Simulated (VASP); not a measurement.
Set up this calculation in VASP 6.6.1, as the native input.

```
Task                   : single point
Functional             : r2SCAN
Potentials or basis    : VASP PAW PBE potentials, release 64 (Bi_d, Te)
Cutoff                 : 520 eV
k mesh                 : 12 × 12 × 12
Occupations            : gaussian, width 0.1 eV
Spin                   : no spin polarisation
Dipole correction      : no
Further INCAR settings : ALGO = Normal; EDIFF = 1e-07; NBANDS = 18
```

Crystal: BiTe.

```
Bi Te
1.0
     0.00000    3.09839    3.09839
     3.09839    0.00000    3.09839
     3.09839    3.09839    0.00000
Bi Te
1 1
Cartesian
  0.0000 0.0000 0.0000
  3.0984 3.0984 3.0984
```

This cell differs from its parent crystal: volume scaled by 0.88.

One way to write it, as run:

POSCAR

```
BiTe
1.0
    0.0000000000      3.0983946914      3.0983946914
    3.0983946914      0.0000000000      3.0983946914
    3.0983946914      3.0983946914      0.0000000000
Bi Te
1 1
Direct
    0.0000000000      0.0000000000      0.0000000000
    0.5000000000      0.5000000000      0.5000000000
```

INCAR.step1

```
PREC = Accurate ; ENCUT = 520
ISMEAR = 0 ; SIGMA = 0.1
LREAL = False ; LASPH = True
NELM = 80 ; NBANDS = 18
GGA = PE ; ALGO = Normal
EDIFF = 1E-4 ; LWAVE = True
LCHARG = False
```

INCAR.step2

```
PREC = Accurate ; ENCUT = 520
EDIFF = 1E-7 ; ISMEAR = 0
SIGMA = 0.1 ; LREAL = False
LASPH = True ; NELM = 80
ALGO = Normal ; ISIF = 2
LWAVE = False ; LCHARG = False
METAGGA = R2SCAN ; LMIXTAU = True
NBANDS = 18 ; ISTART = 1
```

KPOINTS

```
Automatic mesh
0
Gamma
  12 12 12
```

Potentials or basis: VASP PAW PBE potentials, release 64 (Bi_d, Te).

Run with:

```bash
$ cat potpaw_PBE.64/Bi_d/POTCAR potpaw_PBE.64/Te/POTCAR > POTCAR
$ cp INCAR.step1 INCAR
$ mpirun -np 1 vasp_std > vasp.out
$ cp INCAR.step2 INCAR
$ mpirun -np 1 vasp_std > vasp.out
```

It gave:

```
Pressure : 8.8 GPa
```

Caveat: the PAW data sets were made with another functional, which shifts forces and pressure a little.

It took 2.9 min on 1 thread of Intel(R) Xeon(R) Platinum 8488C (Sapphire Rapids), with other jobs on the host, peak memory 0.26 GiB.
